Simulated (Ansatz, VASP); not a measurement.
**KI: VASP beside Ansatz**

Contents of INCAR:

```
SYSTEM = KI
PREC = Accurate ; ENCUT = 520
EDIFF = 1E-6 ; ISMEAR = 0
SIGMA = 0.01 ; LREAL = .False.
LASPH = .True. ; NELM = 80
ALGO = Normal ; ISIF = 2
LWAVE = .False. ; LCHARG = .False.
GGA = PE ; NBANDS = 15
```

Contents of KPOINTS:

```
regular mesh
0
Gamma
  4 4 4
  0 0 0
```

The input POSCAR:

```
KI
1.0
    0.0000000000      3.9658942500      3.9658942500
    3.9658942500      0.0000000000      3.9658942500
    3.9658942500      3.9658942500      0.0000000000
K I
1 1
Direct
    0.0000000000      0.0000000000      0.0000000000
    0.2500000000      0.2500000000      0.2500000000
```

Input for Ansatz:

```yaml
crystal:
  lattice:
    - [0.0, 3.96589425, 3.96589425]
    - [3.96589425, 0.0, 3.96589425]
    - [3.96589425, 3.96589425, 0.0]
  atoms:
    - { symbol: K, position: [0.0, 0.0, 0.0] }
    - { symbol: I, position: [0.25, 0.25, 0.25] }
kpoints:
  mp_grid: { grid: [4, 4, 4] }
hamiltonian:
  xc: pbe
scf:
  occupations: { method: fixed }
output:
  optics:
    e_range: [0, 18]
    de: 0.05
    sigma: 0.1
    bands: { spectra_wanted_up_to: 18 }
  write_density: true
  write_potential: true
  elf: true
  volumetric_format: npy
```

Alike in both runs: task single point; functional PBE; k mesh 4 × 4 × 4; no spin polarisation.

|  | VASP | Ansatz |
| --- | --- | --- |
| version | VASP 6.6.1 | Ansatz 0.2.0 |
| potentials or method | VASP PAW PBE potentials, release 64 (K_sv, I) | plane waves, PAW |
| plane-wave cutoff (eV) | 520 | 420 |
| occupations | gaussian, width 0.01 eV | fixed |
| valence electrons in the cell | 16 | 26 |

```tsv
	VASP	Ansatz	Ansatz less VASP
gap on the k mesh at the Fermi level (eV)	3.93	3.93	+0.003
```

VASP's potentials hold 16 valence electrons a cell and Ansatz's 26, so a difference there can come from the potentials and not from the codes. Ansatz's warnings: xc potential rough in thin density.

Neither program's run includes spin-orbit coupling.
